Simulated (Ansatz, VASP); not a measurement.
# Two plane-wave programs on TiTeAs

Contents of INCAR:

```
SYSTEM = TiTeAs
PREC = Accurate
ENCUT = 520
EDIFF = 1E-6
ISMEAR = 0
SIGMA = 0.05
LREAL = .FALSE.
LASPH = .TRUE.
NELM = 100
ALGO = Normal
ISIF = 2
LWAVE = .FALSE.
LCHARG = .FALSE.
GGA = CA
NBANDS = 32
```

File KPOINTS:

```
Automatic mesh
0
G
  8 8 8
  0 0 0
```

The input POSCAR:

```
TiTeAs
1.0
    3.5730000000      0.0000000000      0.0000000000
    0.0000000000     -5.2491000000      0.0000000000
   -1.7865000000      2.6245500000     -6.3970000000
Ti Te As
2 2 2
Direct
    0.3815300000      0.8815300000      0.7630600000
    0.6184700000      0.1184700000      0.2369400000
    0.7092700000      0.7092700000      0.4185400000
    0.2907300000      0.2907300000      0.5814600000
    0.0000000000      0.7432800000      0.0000000000
    0.0000000000      0.2567200000      0.0000000000
```

Input for Ansatz:

```yaml
crystal:
  lattice:
    - [3.573, 0.0, 0.0]
    - [0.0, -5.2491, 0.0]
    - [-1.7865, 2.62455, -6.397]
  atoms:
    - { symbol: Ti, position: [0.38153, 0.88153, 0.76306] }
    - { symbol: Ti, position: [0.61847, 0.11847, 0.23694] }
    - { symbol: Te, position: [0.70927, 0.70927, 0.41854] }
    - { symbol: Te, position: [0.29073, 0.29073, 0.58146] }
    - { symbol: As, position: [0.0, 0.74328, 0.0] }
    - { symbol: As, position: [0.0, 0.25672, 0.0] }
basis:
  ecutwfc: 420
  fft_grid_basis: typed
kpoints:
  mp_grid: { grid: [8, 8, 8] }
hamiltonian:
  xc: lda
  pseudopotentials: { kind: paw }
scf:
  occupations: { method: gaussian, width: 0.05 }
output:
  forces: true
  stress: true
  eigenvalues: true
  bader: true
  write_density: true
  volumetric_format: npy
  elf: true
```

Alike in both runs: task single point; functional LDA; k mesh 8 × 8 × 8; occupations gaussian, width 0.05 eV; no spin polarisation.

|  | VASP | Ansatz |
| --- | --- | --- |
| version | VASP 6.6.1 | Ansatz 0.2.0 |
| potentials or method | VASP PAW LDA potentials, release 64 (Ti_sv, Te, As), cutoff 520 eV | scalar-relativistic, plane waves, PAW |
| valence electrons in the cell | 46 | 86 |

VASP gave:

```
gap on the k mesh at the Fermi level (eV)                     : none
pressure (GPa)                                                : -4.6
traceless stress, the component that is largest in VASP (GPa) : 0.12
rms of the force components (eV/Å)                            : 0.148
```

Task: Estimate Ansatz's values.

Result: gap on the k mesh at the Fermi level (eV): none; pressure (GPa): -4.9; traceless stress, the component that is largest in VASP (GPa): 0.05; rms of the force components (eV/Å): 0.153.

LDA's correlation is that of Perdew and Zunger in VASP and of Perdew and Wang (1992) in Ansatz. Atom by atom the forces differ by 0.005 eV/Å (rms over components). A gap of «none» marks a metal or a gap that the smearing closes. VASP's potentials hold 46 valence electrons a cell and Ansatz's 86, so a difference there can come from the potentials and not from the codes.

Spin-orbit coupling is off throughout.
